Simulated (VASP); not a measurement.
# NaH (Fm-3m) in VASP: single point with LDA

Aim: the single point of NaH with LDA.

Program: VASP 6.6.1. These are calculated values, not measurements. Logs are shortened: lines on timing, memory, paths and dates and some standing lists are left out, and cuts for length are marked.

## (1) The cell of the first run

It takes space group Fm-3m (No. 225, cubic). Conventional cell: a = 4.773 Å, b = 4.773 Å, c = 4.773 Å, α = 90.00°, β = 90.00°, γ = 90.00°. Within 3.2 Å of Na (site symmetry m-3m) lie 6 H at 2.39 Å. H (site symmetry m-3m) has 6 Na at 2.39 Å within 3.2 Å.

## (2) Single point, LDA

Input file INCAR:

```
PREC = Accurate
ENCUT = 520
EDIFF = 1E-6
ISMEAR = -1
SIGMA = 0.03
LREAL = False
LASPH = True
NELM = 60
ALGO = Normal
ISIF = 2
LWAVE = False
LCHARG = False
NBANDS = 11
```

Input file KPOINTS:

```
regular mesh
0
Gamma
  8 8 8
```

Input file POSCAR:

```
NaH
1.0
    0.0000000000      2.3864216652      2.3864216652
    2.3864216652      0.0000000000      2.3864216652
    2.3864216652      2.3864216652      0.0000000000
Na H
1 1
Direct
    0.0000000000      0.0000000000      0.0000000000
    0.5000000000      0.5000000000      0.5000000000
```

Potentials or basis: VASP PAW LDA potentials, release 64 (Na_pv, H).

Command:

```bash
$ cat potpaw_LDA.64/Na_pv/POTCAR potpaw_LDA.64/H/POTCAR > POTCAR
$ mpirun -np 1 vasp_std > vasp.out
```

OUTCAR:

```text
PREC = Accurate
   ENCUT = 520
   EDIFF = 1E-6
   ISMEAR = -1
   LREAL = False
   LASPH = True
   NELM = 60
   ISIF = 2

 ion  position               nearest neighbor table
   1  0.000  0.000  0.000-
   2  0.500  0.500  0.500-

  LATTYP: Found a face centered cubic cell.
 ALAT       =     4.7728433304

  Lattice vectors:

 A1 = (   0.0000000000,   2.3864216652,   2.3864216652)
 A2 = (   2.3864216652,   0.0000000000,   2.3864216652)
 A3 = (   2.3864216652,   2.3864216652,   0.0000000000)

Analysis of symmetry for initial positions (statically):
=====================================================================
 Subroutine PRICEL returns:
 Original cell was already a primitive cell.

 Routine SETGRP: Setting up the symmetry group for a
 face centered cubic supercell.

 Subroutine GETGRP returns: Found 48 space group operations
 (whereof 48 operations were pure point group operations)
 out of a pool of 48 trial point group operations.

The static configuration has the point symmetry O_h .

Analysis of symmetry for dynamics (positions and initial velocities):
=====================================================================
 Subroutine PRICEL returns:
 Original cell was already a primitive cell.

 Routine SETGRP: Setting up the symmetry group for a
 face centered cubic supercell.

 Subroutine GETGRP returns: Found 48 space group operations
 (whereof 48 operations were pure point group operations)
 out of a pool of 48 trial point group operations.

The dynamic configuration has the point symmetry O_h .

 Subroutine INISYM returns: Found 48 space group operations
 (whereof 48 operations are pure point group operations),
 and found     1 'primitive' translations

----------------------------------------------------------------------------------------

                                     Primitive cell

  volume of cell :      27.1814

  direct lattice vectors                    reciprocal lattice vectors
     0.000000000  2.386421665  2.386421665    -0.209518715  0.209518715  0.209518715
     2.386421665  0.000000000  2.386421665     0.209518715 -0.209518715  0.209518715
     2.386421665  2.386421665  0.000000000     0.209518715  0.209518715 -0.209518715

  length of vectors
     3.374909884  3.374909884  3.374909884     0.362897059  0.362897059  0.362897059

  position of ions in fractional coordinates (direct lattice)
     0.000000000  0.000000000  0.000000000
     0.500000000  0.500000000  0.500000000

[... 82 lines left out ...]
   ISIF   =      2    stress and relaxation
   ISYM   =      2    0-nonsym 1-usesym 2-fastsym
   POTIM  = 0.5000    time-step for ionic-motion
   TEBEG  =    0.0;   TEEND  =   0.0 temperature during run
   PSTRESS=    0.0 pullay stress
   NELECT =       8.0000    total number of electrons
   NUPDOWN=      -1.0000    fix difference up-down
   EMIN   =  10.00;   EMAX   =-10.00  energy-range for DOS
   EFERMI =   0.00;   METHOD = LEGACY
   ISMEAR =    -1;   SIGMA  =   0.03  broadening in eV -4-tet -1-fermi 0-gaus
   EFERMI_NEDOS =   21; number of points for ismear=-14 and -15
   IALGO  =     38    algorithm
   IMIX   =      4    mixing-type and parameters
     AMIX     =   0.40;   BMIX     =  1.00
     AMIX_MAG =   1.60;   BMIX_MAG =  1.00
  volume/ion in A,a.u.               =      13.59        91.71
  Fermi-wavevector in a.u.,A,eV,Ry     =   1.088966  2.057847 16.134427  1.185847
  Thomas-Fermi vector in A             =   2.225159
   LORBIT       =      0    0 simple, 1 ext, 2 COOP (PROOUT), +10 PAW based schemes
   GGA     = CA    functional components
   LHFCALC =     F    Hartree Fock is set to
   AEXX    =    0.0000 exact exchange contribution
   IVDW    =     0    specifies the selected vdW correction
   LEPSILON=     F    determine dielectric tensor
   LRPA    =     F    only Hartree local field effects (RPA)
 non-spin polarized calculation
  energy-cutoff  :      520.00
  volume of cell :       27.18
 maximum number of plane-waves:       754
 NGX is ok and might be reduce to    28
   NGX = 13   NGY = 13   NGZ = 13

 number of electron       8.0000003 magnetization

 Free energy of the ion-electron system (eV)
  ---------------------------------------------------
  ext. energy  EPLUGINS =         0.00000000
  ---------------------------------------------------
  free energy    TOTEN  =        -5.40272210 eV

  energy without entropy =       -5.40272210  energy(sigma->0) =       -5.40272210

 E-fermi :  -0.4573     XC(G=0):  -8.3669

 val. band max:       -1.0949554514   @ k =  -0.2500   0.5000   0.2500
 cond. band min:       2.3692439649   @ k =   0.5000   0.0000   0.0000
 fundamental gap:      3.4641994163
 Fermi energy:        -0.4572836837

 k-point     1 :       0.0000    0.0000    0.0000
  band No.  band energies     occupation
      1     -23.2072      2.00000
      2     -23.2072      2.00000
      3     -23.2072      2.00000
      4      -4.9928      2.00000
      5       9.6232      0.00000
      6      14.3628      0.00000
      7      14.3628      0.00000
      8      14.3628      0.00000
      9      15.4488      0.00000
     10      15.4488      0.00000
     11      15.4488      0.00000
[... 309 lines left out ...]
 k-point    24 :      -0.3750    0.2500    0.1250
  band No.  band energies     occupation
      1     -23.3013      2.00000
      2     -23.2480      2.00000
      3     -23.2294      2.00000
      4      -1.6270      2.00000
      5       3.1725      0.00000
      6       6.5720      0.00000
      7       9.7993      0.00000
      8      13.8580      0.00000
      9      15.0227      0.00000
     10      18.3136      0.00000
     11      20.4766      0.00000

 [... further k-points ...]

------------------------ aborting loop because EDIFF is reached ----------------------------------------

  FORCE on cell =-STRESS in cart. coord.  units (eV):
  Direction    XX          YY          ZZ          XY          YZ          ZX
  --------------------------------------------------------------------------------------
  -------------------------------------------------------------------------------------
  Total       -0.2318151     -0.2318151     -0.2318151      0.0000000      0.0000000      0.0000000
  in kB      -13.6640926    -13.6640926    -13.6640926      0.0000000      0.0000000      0.0000000
  external PRESSURE =     -13.6640926 kB  Pullay stress =       0.0000000 kB

 VOLUME and BASIS-vectors are now :
 -----------------------------------------------------------------------------
  energy-cutoff  :      520.00
  volume of cell :       27.18
      direct lattice vectors                 reciprocal lattice vectors
     0.000000000  2.386421665  2.386421665    -0.209518715  0.209518715  0.209518715
     2.386421665  0.000000000  2.386421665     0.209518715 -0.209518715  0.209518715
     2.386421665  2.386421665  0.000000000     0.209518715  0.209518715 -0.209518715

 POSITION                                       TOTAL-FORCE (eV/Angst)
 -----------------------------------------------------------------------------------
      0.00000      0.00000      0.00000         0.000000      0.000000     -0.000000
      2.38642      2.38642      2.38642        -0.000000      0.000000      0.000000
 -----------------------------------------------------------------------------------
    total drift:                               -0.000000      0.000000      0.000000

  FREE ENERGIE OF THE ION-ELECTRON SYSTEM (eV)
  ---------------------------------------------------
  free  energy   TOTEN  =        -5.4027220976 eV

  energy  without entropy=       -5.4027220976  energy(sigma->0) =       -5.40272210
```

Wall time 12 s (1 thread of AMD EPYC 7R13, shared host); peak memory 0.1 GiB.

What came out:

```
Free energy            : -5.4027 eV
Pressure               : -1.4 GPa
Band gap on the k mesh : 3.46 eV, indirect (least direct gap 4.40 eV)
```

Levels at points of the mesh, in eV from the valence-band top:
```
           k point  band 1  band 2  band 3  band 4  band 5  band 6  band 7  band 8  band 9
(0.00, 0.00, 0.00)  -22.11  -22.11  -22.11   -3.90   10.72   15.46   15.46   15.46   16.54
(0.50, 0.00, 0.00)  -22.22  -22.13  -22.13   -0.93    3.46   10.84   13.30   13.30   16.31
(0.50, 0.50, 0.00)  -22.21  -22.15  -22.15   -0.20    4.37    9.80   10.55   10.55   11.80
```
